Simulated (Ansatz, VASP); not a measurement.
This is a calculation of Si2Ni for VASP 6.6.1.

The input INCAR:

```
ALGO     = Normal         # electronic algorithm
EDIFF    = 1E-7           # SCF threshold, eV
ENCUT    = 520            # plane-wave cutoff, eV
GGA      = PE             # functional
ISIF     = 2              # what is computed and relaxed
ISMEAR   = -1             # smearing method
ISPIN    = 2              # spin polarisation
LASPH    = True           # aspherical terms in the spheres
LCHARG   = False          # write CHGCAR
LMAXMIX  = 4              # l up to which the mixer works
LORBIT   = 11             # projections on sites
LREAL    = False          # projectors in reciprocal space
LWAVE    = False          # write WAVECAR
MAGMOM   = 1.5 0 0        # initial moments
NBANDS   = 20             # bands
NELM     = 150            # most SCF steps
NUPDOWN  = 1.5            # fixed moment
PREC     = Accurate       # precision mode
SIGMA    = 0.05           # smearing width, eV
```

File KPOINTS:

```
k-points
0
Gamma
  7 7 7
```

POSCAR

```
Si2Ni
1.0
    0.0000000000      2.7030000000      2.7030000000
    2.7030000000      0.0000000000      2.7030000000
    2.7030000000      2.7030000000      0.0000000000
Ni Si
1 2
Direct
    0.0000000000      0.0000000000      0.0000000000
    0.7500000000      0.7500000000      0.7500000000
    0.2500000000      0.2500000000      0.2500000000
```

Potentials or basis: VASP PAW PBE potentials, release 64 (Ni, Si).

The run is started by

```sh
$ cat potpaw_PBE.64/Ni/POTCAR potpaw_PBE.64/Si/POTCAR > POTCAR
$ mpirun -np 1 vasp_std > vasp.out
```

Translate it to Ansatz 0.2.0. Potentials there: Ansatz PAW.

As run (the cutoff follows the program's own potentials):

input.yaml

```yaml
crystal:
  lattice:
    - [0.0, 2.703, 2.703]
    - [2.703, 0.0, 2.703]
    - [2.703, 2.703, 0.0]
  atoms:
    - { symbol: Ni, position: [0.0, 0.0, 0.0], spin: 1.5 }
    - { symbol: Si, position: [0.75, 0.75, 0.75] }
    - { symbol: Si, position: [0.25, 0.25, 0.25] }
hamiltonian:
  xc: pbe
  pseudopotentials: { kind: paw }
magnetization:
  spin_polarized: true
  initial_magnetization: 1.5
  spin_locking: { lock_magnetization: hard }
kpoints:
  mp_grid: { grid: [7, 7, 7] }
scf:
  occupations: { method: fermi_dirac, width: 0.05 }
  lower_state_search: "off"
output:
  forces: true
  stress: true
  eigenvalues: true
```

Potentials or basis: Ansatz PAW.

Command:

```console
$ ansatz run input.yaml --threads 2 --pin off --max-ram 5632MiB --backend cpu --events-out ev --progress --plain --runs-dir out
```

Both were run:

|  | VASP | Ansatz | Ansatz less VASP |
| --- | --- | --- | --- |
| pressure (GPa) | 10.7 | 10.9 | +0.18 |
| net moment per atom (μB) | 0.50 | 0.50 | 0.000 |
| size of the moment on the site where the two differ most (μB) | 0.64 | 0.61 | -0.038 |

Site moments also hang on the region over which each program counts them. VASP's potentials hold 18 valence electrons a cell and Ansatz's 26, so a difference there can come from the potentials and not from the codes.
